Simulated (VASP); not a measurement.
Set up this calculation in VASP 6.6.1, as the native input.

```yaml
Task: single point
Functional: HSE06
Potentials_or_basis: VASP PAW PBE potentials, release 64 (Be, Zn, F)
Cutoff: 520 eV
k_mesh: 4 × 4 × 4
Occupations: gaussian, width 0.02 eV
Spin: no spin polarisation
Dipole_correction: no
Grid_for_exact_exchange_PRECFOCK: Fast
Further_INCAR_settings: ALGO = Normal; EDIFF = 1e-06; NBANDS = 30
Share_of_exact_exchange: 0.25
Screening_parameter: 0.2079 1/Å
```

Crystal: BeZnF4.

```
CELL_PARAMETERS angstrom
0.00000 4.01382 4.01382
4.01382 0.00000 4.01382
4.01382 4.01382 0.00000
ATOMIC_POSITIONS crystal
Be 0.75000 0.75000 0.75000
Zn 0.50000 0.50000 0.50000
F 0.63768 0.63768 0.63768
F 0.63768 0.63768 0.08697
F 0.63768 0.08697 0.63768
F 0.08697 0.63768 0.63768
```

The input as run:

POSCAR

```
BeZnF4
1.0
    0.0000000000      4.0138233875      4.0138233875
    4.0138233875      0.0000000000      4.0138233875
    4.0138233875      4.0138233875      0.0000000000
Be Zn F
1 1 4
Direct
    0.7500000000      0.7500000000      0.7500000000
    0.5000000000      0.5000000000      0.5000000000
    0.6376764926      0.6376764926      0.6376764926
    0.6376764926      0.6376764926      0.0869705221
    0.6376764926      0.0869705221      0.6376764926
    0.0869705221      0.6376764926      0.6376764926
```

INCAR.step1

```
SYSTEM = BeZnF4
PREC = Accurate
ENCUT = 520
EDIFF = 1E-5
ISMEAR = 0
SIGMA = 0.02
LREAL = .False.
LASPH = .True.
NELM = 100
ALGO = Normal
ISIF = 2
LWAVE = .True.
LCHARG = .False.
NBANDS = 30
GGA = PE
KPAR = 4
```

INCAR.step2

```
SYSTEM = BeZnF4
PREC = Accurate
ENCUT = 520
EDIFF = 1E-6
ISMEAR = 0
SIGMA = 0.02
LREAL = .False.
LASPH = .True.
NELM = 100
ALGO = Normal
ISIF = 2
LWAVE = .False.
LCHARG = .False.
GGA = PE
LHFCALC = .True.
HFSCREEN = 0.2079
PRECFOCK = Fast
NBANDS = 30
ISTART = 1
KPAR = 4
```

KPOINTS

```
Automatic mesh
0
Gamma
  4 4 4
  0 0 0
```

Potentials or basis: VASP PAW PBE potentials, release 64 (Be, Zn, F).

The run is started by

```console
$ cat potpaw_PBE.64/Be/POTCAR potpaw_PBE.64/Zn/POTCAR potpaw_PBE.64/F/POTCAR > POTCAR
$ cp INCAR.step1 INCAR
$ mpirun -np 4 vasp_std > vasp.out
$ cp INCAR.step2 INCAR
$ mpirun -np 4 vasp_std > vasp.out
```

Results of the run:

The pressure is -1.1 GPa. The largest force is 0.143 eV/Å and the band gap on the k mesh is 8.16 eV (least direct gap 8.21 eV).

Caveat: the PAW data sets were made with another functional, which shifts forces and pressure a little.

Wall time 5.9 min on 4 MPI ranks on Intel(R) Xeon(R) Platinum 8488C (Sapphire Rapids), on a shared host, peak memory 0.38 GiB a rank.
